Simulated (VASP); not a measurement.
# BN (Qingsongite) (F-43m) in VASP: a series of runs, part 2 of 2

VASP 6.6.1.

## 4. Electric field gradients, PBEsol

INCAR reads:

```
ALGO     = Normal         # electronic algorithm
EDIFF    = 1E-8           # SCF threshold, eV
ENCUT    = 520            # plane-wave cutoff, eV
GGA      = PS             # functional
ISIF     = 2              # what is computed and relaxed
ISMEAR   = -1             # smearing method
LASPH    = T              # aspherical terms in the spheres
LCHARG   = F              # write CHGCAR
LEFG     = T            
LREAL    = F              # projectors in reciprocal space
LWAVE    = F              # write WAVECAR
NBANDS   = 11             # bands
NELM     = 100            # most SCF steps
PREC     = Accurate       # precision mode
SIGMA    = 0.02           # smearing width, eV
```

KPOINTS reads:

```
k-points
0
Gamma
  14 14 14
```

POSCAR reads:

```
BN
1.0
    0.0000000000      1.8075000000      1.8075000000
    1.8075000000      0.0000000000      1.8075000000
    1.8075000000      1.8075000000      0.0000000000
B N
1 1
Direct
    0.0000000000      0.0000000000      0.0000000000
    0.2500000000      0.2500000000      0.2500000000
```

Potentials or basis: VASP PAW PBE potentials, release 64 (B, N).

The run is started by

```bash
cat potpaw_PBE.64/B/POTCAR potpaw_PBE.64/N/POTCAR > POTCAR
mpirun -np 1 vasp_std > vasp.out
```

OUTCAR:

```text
EDIFF = 1E-8
   ENCUT = 520
   GGA = PS
   ISIF = 2
   ISMEAR = -1
   LASPH = T
   LREAL = F
   NELM = 100
   PREC = Accurate

 ion  position               nearest neighbor table
   1  0.000  0.000  0.000-   2 1.57   2 1.57   2 1.57   2 1.57
   2  0.250  0.250  0.250-   1 1.57   1 1.57   1 1.57   1 1.57

  LATTYP: Found a face centered cubic cell.
 ALAT       =     3.6150000000

  Lattice vectors:

 A1 = (   0.0000000000,   1.8075000000,   1.8075000000)
 A2 = (   1.8075000000,   0.0000000000,   1.8075000000)
 A3 = (   1.8075000000,   1.8075000000,   0.0000000000)

Analysis of symmetry for initial positions (statically):
=====================================================================
 Subroutine PRICEL returns:
 Original cell was already a primitive cell.

 Routine SETGRP: Setting up the symmetry group for a
 face centered cubic supercell.

 Subroutine GETGRP returns: Found 24 space group operations
[... 522 lines left out ...]
  volume of cell :       11.81
      direct lattice vectors                 reciprocal lattice vectors
     0.000000000  1.807500000  1.807500000    -0.276625173  0.276625173  0.276625173
     1.807500000  0.000000000  1.807500000     0.276625173 -0.276625173  0.276625173
     1.807500000  1.807500000  0.000000000     0.276625173  0.276625173 -0.276625173

 POSITION                                       TOTAL-FORCE (eV/Angst)
 -----------------------------------------------------------------------------------
      0.00000      0.00000      0.00000         0.000000      0.000000      0.000000
      0.90375      0.90375      0.90375        -0.000000     -0.000000     -0.000000
 -----------------------------------------------------------------------------------
    total drift:                                0.000000      0.000000      0.000000

  FREE ENERGIE OF THE ION-ELECTRON SYSTEM (eV)
  ---------------------------------------------------
  free  energy   TOTEN  =       -18.3465091171 eV

  energy  without entropy=      -18.3465091171  energy(sigma->0) =      -18.34650912

 Electric field gradients (V/A^2)
---------------------------------------------------------------------
 ion       V_xx      V_yy      V_zz      V_xy      V_xz      V_yz
---------------------------------------------------------------------
   1      -0.000    -0.000     0.000    -0.000    -0.000    -0.000
   2      -0.000    -0.000     0.000    -0.000    -0.000    -0.000
---------------------------------------------------------------------

 Electric field gradients after diagonalization (V/A^2)
 (convention: |V_zz| > |V_xx| > |V_yy|)
----------------------------------------------------------------------
 ion       V_xx      V_yy      V_zz     asymmetry (V_yy - V_xx)/ V_zz
----------------------------------------------------------------------
   1       0.000     0.000    -0.000       0.000
   2       0.000     0.000    -0.000       0.000
----------------------------------------------------------------------

           NMR quadrupolar parameters

 Cq : quadrupolar parameter    Cq=e*Q*V_zz/h
 eta: asymmetry parameters     (V_yy - V_xx)/ V_zz
 Q  : nuclear electric quadrupole moment in mb (millibarn)
----------------------------------------------------------------------
 ion       Cq(MHz)       eta       Q (mb)
----------------------------------------------------------------------
   1      -0.000       0.000       1.000
   2      -0.000       0.000       1.000
----------------------------------------------------------------------
```

OSZICAR:

```text
N       E                     dE             d eps       ncg     rms          rms(c)
DAV:   1     0.926294629004E+01    0.92629E+01   -0.49840E+03  2355   0.724E+02
DAV:   2    -0.187826553799E+02   -0.28046E+02   -0.26983E+02  2752   0.164E+02
DAV:   3    -0.192908176651E+02   -0.50816E+00   -0.50718E+00  2726   0.186E+01
DAV:   4    -0.192914112308E+02   -0.59357E-03   -0.59356E-03  2459   0.717E-01
DAV:   5    -0.192914117406E+02   -0.50987E-06   -0.50986E-06  2627   0.208E-02    0.655E+00
DAV:   6    -0.184504162764E+02    0.84100E+00   -0.26722E+00  2402   0.935E+00    0.326E+00
DAV:   7    -0.183669638542E+02    0.83452E-01   -0.98796E-02  2576   0.252E+00    0.187E+00
DAV:   8    -0.183464934841E+02    0.20470E-01   -0.32447E-02  2552   0.124E+00    0.178E-01
DAV:   9    -0.183464876071E+02    0.58770E-05   -0.85253E-04  2441   0.244E-01    0.790E-02
DAV:  10    -0.183465072512E+02   -0.19644E-04   -0.62438E-05  2545   0.693E-02    0.131E-02
DAV:  11    -0.183465090915E+02   -0.18403E-05   -0.41887E-06  2541   0.156E-02    0.837E-03
DAV:  12    -0.183465091256E+02   -0.34019E-07   -0.10217E-06  2570   0.670E-03    0.344E-04
DAV:  13    -0.183465091171E+02    0.84162E-08   -0.11959E-08  1704   0.111E-03
   1 F= -.18346509E+02 E0= -.18346509E+02  d E =-.406235E-14
```

stdout:

```text
POSCAR found type information on POSCAR B N
 POSCAR found :  2 types and       2 ions
 scaLAPACK will be used
 -----------------------------------------------------------------------------
|                                                                             |
|                                                                             |
|     You enforced a specific xc type in the INCAR file but a different       |
|     I HOPE YOU KNOW WHAT YOU ARE DOING!                                     |
|                                                                             |
 -----------------------------------------------------------------------------

 LDA part: xc-table for (Slater+PW92), standard interpolation
 POSCAR, INCAR and KPOINTS ok, starting setup
 FFT: planning ... GRIDC
 FFT: planning ... GRID_SOFT
 FFT: planning ... GRID
 WAVECAR not read
 entering main loop
ion   1

ion   2
```

It took 8.6 s on 1 thread of Intel Xeon Platinum 8488C (Sapphire Rapids), shared host; peak memory 0.12 GiB.

What came out:

```
Free energy            : -18.3465 eV
Pressure               : -2.4 GPa
Band gap on the k mesh : 4.28 eV, indirect (least direct gap 8.76 eV)
```

Caveat: without QUAD_EFG the Cq values of the log hold for a quadrupole moment of 1 mb, not for the nuclei; the PAW data sets were made with another functional, which shifts forces and pressure a little.

## 5. The runs side by side

```tsv
level	potentials or basis	gap on the mesh (eV)	pressure (GPa)
PBE	VASP PAW PBE potentials, release 64 (B, N)	4.46	3.3
LDA	VASP PAW LDA potentials, release 64 (B, N)	4.34	-10.1
PBEsol	VASP PAW PBE potentials, release 64 (B, N)	4.28	-2.4
```

Alike in all rows: task electric field gradients; no spin polarisation; cell as given; k mesh 14 × 14 × 14; cutoff (eV) 520; smearing fermi-dirac 0.02 eV.

Caveats: the PAW data sets were made with another functional, which shifts forces and pressure a little (some runs).

Absolute energies hang on the potentials; compare differences alone.
